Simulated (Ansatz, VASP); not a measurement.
Au in VASP and in Ansatz

```
CELL_PARAMETERS angstrom
0.00000 2.07256 2.10319
2.07256 0.00000 2.10319
2.07256 2.07256 0.00000
ATOMIC_POSITIONS crystal
Au 0.00000 0.00000 0.00000
```

Change from the starting cell: strain +0.015 along x and y, +0.030 along z, atoms carried along.

Alike in both runs: task single point; functional PBEsol; k mesh 26 × 26 × 26; occupations gaussian, width 0.15 eV; no spin polarisation.

|  | VASP | Ansatz |
| --- | --- | --- |
| version | VASP 6.6.1 | Ansatz 0.2.0 |
| potentials or method | VASP PAW PBE potentials, release 64 (Au), cutoff 520 eV | scalar-relativistic, plane waves, PAW |
| valence electrons in the cell | 11 | 19 |

```csv
,VASP,Ansatz,Ansatz less VASP
gap on the k mesh at the Fermi level (eV),none,none,-
pressure (GPa),-9.0,-8.8,+0.17
"traceless stress, the component that is largest in VASP (GPa)",-0.29,-0.29,+0.003
```

VASP's potentials were made for PBE, not for PBEsol. A gap of «none» marks a metal or a gap that the smearing closes. VASP's potentials hold 11 valence electrons a cell and Ansatz's 19, so a difference there can come from the potentials and not from the codes.

Spin-orbit coupling is off throughout.
